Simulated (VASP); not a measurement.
# Ge (Cmmm) in VASP: a series of runs

Runs on Ge. Level: PBEsol. Tasks: single point.

Program: VASP 6.6.1. These are calculated values, not measurements. Logs are shortened: lines on timing, memory, paths and dates and some standing lists are left out, and cuts for length are marked.

**1. The cell of the first run**

The structure is orthorhombic, space group Cmmm (No. 65). Conventional cell: a = 2.864 Å, b = 5.331 Å, c = 2.631 Å, α = 90.00°, β = 90.00°, γ = 90.00°. Ge (site symmetry mmm) has 8 Ge at 2.63 to 3.03 Å within 3.5 Å.

**2. Single point, PBEsol (strain +0.025 along x and y, -0.025 along z)**

File INCAR:

```
SYSTEM = Ge
ALGO     = Normal         ! electronic algorithm
EDIFF    = 1E-6           ! SCF threshold, eV
ENCUT    = 520            ! plane-wave cutoff, eV
GGA      = PS             ! functional
ISIF     = 2              ! what is computed and relaxed
ISMEAR   = 0              ! smearing method
LASPH    = .TRUE.         ! aspherical terms in the spheres
LCHARG   = .TRUE.         ! write CHGCAR
LELF     = .TRUE.         ! ELF
LREAL    = .FALSE.        ! projectors in reciprocal space
LVHAR    = .TRUE.       
LWAVE    = .FALSE.        ! write WAVECAR
NBANDS   = 13             ! bands
NELM     = 80             ! most SCF steps
PREC     = Accurate       ! precision mode
SIGMA    = 0.15           ! smearing width, eV
```

File KPOINTS:

```
k-points
0
G
  20 20 18
  0 0 0
```

File POSCAR:

```
Ge
1.0
    1.4320777250     -2.6655289000      0.0000000000
    1.4320777250      2.6655289000      0.0000000000
    0.0000000000      0.0000000000      2.6307752250
Ge
1
Direct
    0.5000000000      0.5000000000      0.0000000000
```

Potentials or basis: VASP PAW PBE potentials, release 64 (Ge_d).

The run is started by

```sh
cat potpaw_PBE.64/Ge_d/POTCAR > POTCAR
mpirun -np 1 vasp_std > vasp.out
```

OUTCAR:

```text
SYSTEM = Ge
   EDIFF = 1E-6
   ENCUT = 520
   GGA = PS
   ISIF = 2
   ISMEAR = 0
   LASPH = .TRUE.
   LREAL = .FALSE.
   NELM = 80
   PREC = Accurate

 ion  position               nearest neighbor table
   1  0.500  0.500  0.000-

  LATTYP: Found a base centered orthorhombic cell.
 ALAT       =     2.8641554500
 B/A-ratio  =     1.8613018368
 C/A-ratio  =     0.9185169139

  Lattice vectors:

 A1 = (   1.4320777250,  -2.6655289000,   0.0000000000)
 A2 = (   1.4320777250,   2.6655289000,   0.0000000000)
 A3 = (   0.0000000000,   0.0000000000,   2.6307752250)

Analysis of symmetry for initial positions (statically):
=====================================================================
 Subroutine PRICEL returns:
 Original cell was already a primitive cell.

 Routine SETGRP: Setting up the symmetry group for a
 base centered orthorhombic supercell.

 Subroutine GETGRP returns: Found  8 space group operations
 (whereof  8 operations were pure point group operations)
 out of a pool of  8 trial point group operations.

The static configuration has the point symmetry D_2h.

Analysis of symmetry for dynamics (positions and initial velocities):
=====================================================================
 Subroutine PRICEL returns:
 Original cell was already a primitive cell.

 Routine SETGRP: Setting up the symmetry group for a
 base centered orthorhombic supercell.

 Subroutine GETGRP returns: Found  8 space group operations
 (whereof  8 operations were pure point group operations)
 out of a pool of  8 trial point group operations.

The dynamic configuration has the point symmetry D_2h.

 Subroutine INISYM returns: Found  8 space group operations
 (whereof  8 operations are pure point group operations),
 and found     1 'primitive' translations

----------------------------------------------------------------------------------------

                                     Primitive cell

  volume of cell :      20.0846

  direct lattice vectors                    reciprocal lattice vectors
     1.432077725 -2.665528900  0.000000000     0.349143061 -0.187580033  0.000000000
     1.432077725  2.665528900  0.000000000     0.349143061  0.187580033  0.000000000
     0.000000000  0.000000000  2.630775225     0.000000000  0.000000000  0.380116093

  length of vectors
     3.025870276  3.025870276  2.630775225     0.396342208  0.396342208  0.380116093

  position of ions in fractional coordinates (direct lattice)
     0.500000000  0.500000000  0.000000000

  ion indices of the primitive-cell ions
   primitive index   ion index
                 1           1

----------------------------------------------------------------------------------------

 KPOINTS: k-points

Automatic generation of k-mesh.
 Grid dimensions read from file:
 generate k-points for:   20   20   18

 Generating k-lattice:

  Cartesian coordinates                     Fractional coordinates (reciprocal lattice)
     0.017457153 -0.009379002  0.000000000     0.050000000 -0.000000000  0.000000000
     0.017457153  0.009379002  0.000000000    -0.000000000  0.050000000  0.000000000
     0.000000000  0.000000000  0.021117561     0.000000000  0.000000000  0.055555556

  Length of vectors
     0.019817110  0.019817110  0.021117561

  Shift w.r.t. Gamma in fractional coordinates (k-lattice)
     0.000000000  0.000000000  0.000000000

 Subroutine IBZKPT returns following result:
 ===========================================

 Found   1110 irreducible k-points:

 Following reciprocal coordinates:
            Coordinates               Weight
  0.000000  0.000000  0.000000      1.000000
  0.050000  0.000000  0.000000      4.000000
  0.100000 -0.000000  0.000000      4.000000
  0.150000 -0.000000  0.000000      4.000000
  0.200000 -0.000000  0.000000      4.000000
  0.250000  0.000000  0.000000      4.000000
[... 16 lines left out ...]
 -0.400000  0.050000  0.000000      4.000000
 -0.350000  0.050000  0.000000      4.000000
 [... further k-points ...]
   k-points           NKPTS =   1110   k-points in BZ     NKDIM =   1110   number of bands    NBANDS=     13
   number of dos      NEDOS =    301   number of ions     NIONS =      1
   total plane-waves  NPLWV =  11520
   dimension x,y,z NGX =    24 NGY =   24 NGZ =   20
   dimension x,y,z NGXF=    48 NGYF=   48 NGZF=   40
   ions per type =               1
   NGX,Y,Z   is equivalent  to a cutoff of  13.19, 13.19, 12.64 a.u.
   NGXF,Y,Z  is equivalent  to a cutoff of  26.37, 26.37, 25.28 a.u.
 SYSTEM =  Ge
   PREC   = accura    normal or accurate (medium, high low for compatibility)
   ISTART =      0    job   : 0-new  1-cont  2-samecut
   ICHARG =      2    charge: 1-file 2-atom 10-const
   ISPIN  =      1    spin polarized calculation?
   LNONCOLLINEAR =      F non collinear calculations
   LSORBIT =      F    spin-orbit coupling
   LASPH  =      T    aspherical Exc in radial PAW
   ENCUT  =  520.0 eV  38.22 Ry    6.18 a.u.   5.63  5.63  4.89*2*pi/ulx,y,z
   NELM   =     80;   NELMIN=  2; NELMDL= -5     # of ELM steps
   EDIFF  = 0.1E-05   stopping-criterion for ELM
   LREAL  =      F    real-space projection
   EDIFFG = 0.1E-04   stopping-criterion for IOM
   NSW    =      0    number of steps for IOM
   IBRION =     -1    ionic relax: 0-MD 1-quasi-New 2-CG
   NFREE  =      0    steps in history (QN), initial steepest desc. (CG)
   ISIF   =      2    stress and relaxation
   ISYM   =      2    0-nonsym 1-usesym 2-fastsym
   POTIM  = 0.5000    time-step for ionic-motion
   TEBEG  =    0.0;   TEEND  =   0.0 temperature during run
   PSTRESS=    0.0 pullay stress
   NELECT =      14.0000    total number of electrons
   NUPDOWN=      -1.0000    fix difference up-down
   EMIN   =  10.00;   EMAX   =-10.00  energy-range for DOS
   EFERMI =   0.00;   METHOD = LEGACY
   ISMEAR =     0;   SIGMA  =   0.15  broadening in eV -4-tet -1-fermi 0-gaus
   EFERMI_NEDOS =   21; number of points for ismear=-14 and -15
   IALGO  =     38    algorithm
   IMIX   =      4    mixing-type and parameters
     AMIX     =   0.40;   BMIX     =  1.00
     AMIX_MAG =   1.60;   BMIX_MAG =  1.00
  volume/ion in A,a.u.               =      20.08       135.54
  Fermi-wavevector in a.u.,A,eV,Ry     =   1.451542  2.743017 28.667123  2.106974
  Thomas-Fermi vector in A             =   2.569027
   LORBIT       =      0    0 simple, 1 ext, 2 COOP (PROOUT), +10 PAW based schemes
   GGA     = PS    functional components
   LHFCALC =     F    Hartree Fock is set to
   AEXX    =    0.0000 exact exchange contribution
   IVDW    =     0    specifies the selected vdW correction
   LEPSILON=     F    determine dielectric tensor
   LRPA    =     F    only Hartree local field effects (RPA)
 non-spin polarized calculation
 Gauss-broadening in eV      SIGMA  =   0.15
  energy-cutoff  :      520.00
  volume of cell :       20.08
 maximum number of plane-waves:       558
   NGX = 11   NGY = 11   NGZ =  9

 number of electron      14.0000000 magnetization

 Free energy of the ion-electron system (eV)
  ---------------------------------------------------
  ext. energy  EPLUGINS =         0.00000000
  ---------------------------------------------------
  free energy    TOTEN  =        -4.70473557 eV

  energy without entropy =       -4.69951128  energy(sigma->0) =       -4.70212343

 E-fermi :   5.8407     XC(G=0): -11.0674

 val. band max:        5.8394692411   @ k =  -0.3000   0.2000   0.1111
 cond. band min:       5.8428149426   @ k =   0.5000   0.1500   0.5000
 fundamental gap:      0.0033457015
 Fermi energy:         5.8406718421

 k-point     1 :       0.0000    0.0000    0.0000
  band No.  band energies     occupation
      1     -18.8564      2.00000
      2     -18.7647      2.00000
      3     -18.7229      2.00000
      4     -18.6199      2.00000
      5     -18.6031      2.00000
      6      -6.8579      2.00000
      7      12.0849      0.00000
      8      13.4566      0.00000
      9      13.6363      0.00000
     10      16.3441      0.00000
     11      17.9125      0.00000
     12      19.9589      0.00000
     13      20.0405      0.00000

 k-point     2 :       0.0500    0.0000    0.0000
  band No.  band energies     occupation
      1     -18.8551      2.00000
      2     -18.7624      2.00000
      3     -18.7232      2.00000
      4     -18.6202      2.00000
      5     -18.6040      2.00000
      6      -6.8009      2.00000
      7      11.8562      0.00000
      8      12.9059      0.00000
      9      13.6908      0.00000
     10      16.5789      0.00000
     11      18.0224      0.00000
     12      19.0132      0.00000
     13      20.2900      0.00000

 k-point     3 :       0.1000   -0.0000    0.0000
  band No.  band energies     occupation
      1     -18.8514      2.00000
      2     -18.7560      2.00000
      3     -18.7237      2.00000
      4     -18.6210      2.00000
      5     -18.6067      2.00000
      6      -6.6301      2.00000
      7      11.0773      0.00000
      8      11.9120      0.00000
      9      13.8533      0.00000
     10      16.6378      0.00000
     11      17.8199      0.00000
     12      19.0751      0.00000
     13      21.2073      0.00000
[... 305 lines left out ...]
 k-point    23 :      -0.4000    0.0500    0.0000
  band No.  band energies     occupation
      1     -18.8246      2.00000
      2     -18.7420      2.00000
      3     -18.6642      2.00000
      4     -18.6403      2.00000
      5     -18.6242      2.00000
      6      -3.7694      2.00000
      7       2.9001      2.00000
      8       8.3921      0.00000
      9      13.9515      0.00000
     10      16.2709      0.00000
     11      20.7997      0.00000
     12      25.2537      0.00000
     13      25.7023      0.00000

 k-point    24 :      -0.3500    0.0500    0.0000
  band No.  band energies     occupation
      1     -18.8271      2.00000
      2     -18.7427      2.00000
      3     -18.6780      2.00000
      4     -18.6361      2.00000
      5     -18.6221      2.00000
      6      -4.5001      2.00000
      7       4.2833      2.00000
      8       8.6714      0.00000
      9      14.3853      0.00000
     10      15.7220      0.00000
     11      20.0605      0.00000
     12      25.8427      0.00000
     13      26.4236      0.00000

 [... further k-points ...]
[... 5 lines left out ...]
  --------------------------------------------------------------------------------------
  -------------------------------------------------------------------------------------
  Total       -0.8953061     -1.0568564     -0.0319084      0.0000000      0.0000000      0.0000000
  in kB      -71.4197656    -84.3068442     -2.5453789      0.0000000      0.0000000      0.0000000
  external PRESSURE =     -52.7573296 kB  Pullay stress =       0.0000000 kB

 VOLUME and BASIS-vectors are now :
 -----------------------------------------------------------------------------
  energy-cutoff  :      520.00
  volume of cell :       20.08
      direct lattice vectors                 reciprocal lattice vectors
     1.432077725 -2.665528900  0.000000000     0.349143061 -0.187580033  0.000000000
     1.432077725  2.665528900  0.000000000     0.349143061  0.187580033  0.000000000
     0.000000000  0.000000000  2.630775225     0.000000000  0.000000000  0.380116093

 POSITION                                       TOTAL-FORCE (eV/Angst)
 -----------------------------------------------------------------------------------
      1.43208      0.00000      0.00000        -0.000000      0.000000      0.000000
 -----------------------------------------------------------------------------------
    total drift:                               -0.000000     -0.000000     -0.000000

  FREE ENERGIE OF THE ION-ELECTRON SYSTEM (eV)
  ---------------------------------------------------
  free  energy   TOTEN  =        -4.7047355686 eV

  energy  without entropy=       -4.6995112817  energy(sigma->0) =       -4.70212343
```

Wall time 60 s (1 thread of Intel Xeon 6975P-C (Granite Rapids), shared host); peak memory 0.36 GiB.

What came out:

```
Free energy            : -4.7047 eV
Pressure               : -5.3 GPa
Band gap on the k mesh : zero (band 7 reaches 12.15 eV, above the bottom of band 8 at 2.94 eV)
```

Caveat: the cell differs from its parent crystal (strain +0.025 along x and y, -0.025 along z); the PAW data sets were made with another functional, which shifts forces and pressure a little.

**3. Single point, PBEsol (strain +0.000 along x and y, +0.050 along z)**

File INCAR:

```
SYSTEM = Ge
PREC = Accurate
ENCUT = 520
EDIFF = 1E-7
ISMEAR = 0
SIGMA = 0.15
LREAL = .FALSE.
LASPH = .TRUE.
NELM = 60
ALGO = Normal
ISIF = 2
LWAVE = .FALSE.
LCHARG = .FALSE.
GGA = PS
NBANDS = 13
```

File KPOINTS:

```
regular mesh
0
G
  20 20 18
  0 0 0
```

File POSCAR:

```
Ge
1.0
    1.3971490000     -2.6005160000      0.0000000000
    1.3971490000      2.6005160000      0.0000000000
    0.0000000000      0.0000000000      2.8331425500
Ge
1
Direct
    0.5000000000      0.5000000000      0.0000000000
```

Potentials or basis: VASP PAW PBE potentials, release 64 (Ge_d).

The run is started by

```sh
cat potpaw_PBE.64/Ge_d/POTCAR > POTCAR
mpirun -np 1 vasp_std > vasp.out
```

It took 77 s on 1 thread of Intel Xeon 6975P-C (Granite Rapids), shared host; peak memory 0.37 GiB.

Results (log left out):

- Free energy: -4.6888 eV
- Pressure: -6.4 GPa
- Band gap on the k mesh: zero (band 7 reaches 11.15 eV, above the bottom of band 8 at 3.00 eV)

Stress tensor (GPa, compression positive):
```
 -3.71   0.00   0.00
  0.00  -5.21   0.00
  0.00   0.00 -10.31
```

Levels at points of the mesh, in eV from the Fermi level:
```
           k point  band 3  band 4  band 5  band 6  band 7  band 8  band 9  band 10  band 11  band 12
(0.00, 0.00, 0.00)  -24.52  -24.44  -24.42  -12.49    5.25    7.47    8.98     9.12    12.64    14.95
(0.50, 0.00, 0.00)  -24.48  -24.45  -24.43   -7.39   -4.99    3.76    7.77     9.13    15.10    15.18
(0.50, 0.50, 0.00)  -24.48  -24.44  -24.43   -8.25   -5.21    5.54    8.48     9.45    14.42    14.78
(0.00, 0.00, 0.50)  -24.48  -24.47  -24.46   -9.43   -5.38    9.71   11.21    15.75    16.35    17.51
(0.50, 0.00, 0.50)  -24.50  -24.43  -24.37   -4.03   -2.49   -1.17    3.69     6.07    11.28    13.33
(0.50, 0.50, 0.50)  -24.47  -24.44  -24.39   -4.99   -2.64   -1.82    3.29     7.85    13.08    14.97
```

Caveat: the cell differs from its parent crystal (strain +0.000 along x and y, +0.050 along z); the PAW data sets were made with another functional, which shifts forces and pressure a little.

**4. Single point, PBEsol (strain +0.050 along x and y, -0.050 along z)**

File INCAR:

```
SYSTEM = Ge
ALGO     = Normal         ! electronic algorithm
EDIFF    = 1E-7           ! SCF threshold, eV
ENCUT    = 520            ! plane-wave cutoff, eV
GGA      = PS             ! functional
ISIF     = 2              ! what is computed and relaxed
ISMEAR   = 0              ! smearing method
LASPH    = .True.         ! aspherical terms in the spheres
LCHARG   = .False.        ! write CHGCAR
LREAL    = .False.        ! projectors in reciprocal space
LWAVE    = .False.        ! write WAVECAR
NBANDS   = 13             ! bands
NELM     = 100            ! most SCF steps
PREC     = Accurate       ! precision mode
SIGMA    = 0.15           ! smearing width, eV
```

File KPOINTS:

```
k-points
0
Gamma
  20 20 18
  0 0 0
```

File POSCAR:

```
Ge
1.0
    1.4670064500     -2.7305418000      0.0000000000
    1.4670064500      2.7305418000      0.0000000000
    0.0000000000      0.0000000000      2.5633194500
Ge
1
Direct
    0.5000000000      0.5000000000      0.0000000000
```

The run is started by

```sh
cat potpaw_PBE.64/Ge_d/POTCAR > POTCAR
mpirun -np 1 vasp_std > vasp.out
```

It took 78 s on 1 thread of Intel Xeon 6975P-C (Granite Rapids), shared host; peak memory 0.37 GiB.

Results (log left out):

```yaml
Free_energy: -4.6445 eV
Pressure: -5.4 GPa
Band_gap_on_the_k_mesh: zero (band 7 reaches 11.31 eV, above the bottom of band 8 at 2.67 eV)
```

Stress tensor (GPa, compression positive):
```
 -9.59   0.00   0.00
  0.00 -10.19   0.00
  0.00   0.00   3.56
```

Levels at points of the mesh, in eV from the Fermi level:
```
           k point  band 4  band 5  band 6  band 7  band 8  band 9  band 10  band 11
(0.00, 0.00, 0.00)  -24.49  -24.48  -12.58    5.40    6.66    8.99    10.06    11.81
(0.50, 0.00, 0.00)  -24.51  -24.50   -8.50   -5.13    2.36    6.44    12.08    17.78
(0.50, 0.50, 0.00)  -24.51  -24.48   -9.21   -5.30    3.89    7.92    11.53    17.08
(0.00, 0.00, 0.50)  -24.59  -24.45   -7.87   -5.46    8.96   10.21    14.32    15.46
(0.50, 0.00, 0.50)  -24.53  -24.39   -3.37   -2.23   -1.28    3.78     5.99    11.38
(0.50, 0.50, 0.50)  -24.53  -24.40   -4.19   -2.76   -1.38    3.47     7.52    12.96
```

Caveat: the cell differs from its parent crystal (strain +0.050 along x and y, -0.050 along z); the PAW data sets were made with another functional, which shifts forces and pressure a little.

**5. Summary**

| cell | gap on the mesh (eV) | pressure (GPa) |
| --- | --- | --- |
| a = 3.026, b = 3.026, c = 2.631 Å, angles 90.0, 90.0, 123.5°, 1 atom | none | -5.3 |
| a = 2.952, b = 2.952, c = 2.833 Å, angles 90.0, 90.0, 123.5°, 1 atom | none | -6.4 |
| a = 3.100, b = 3.100, c = 2.563 Å, angles 90.0, 90.0, 123.5°, 1 atom | none | -5.4 |

Alike in all rows: task single point; level PBEsol; potentials or basis VASP PAW PBE potentials, release 64 (Ge_d); no spin polarisation; k mesh 20 × 20 × 18; cutoff (eV) 520; smearing gaussian 0.15 eV.

Caveats: the PAW data sets were made with another functional, which shifts forces and pressure a little.

Absolute energies hang on the potentials; compare differences alone.
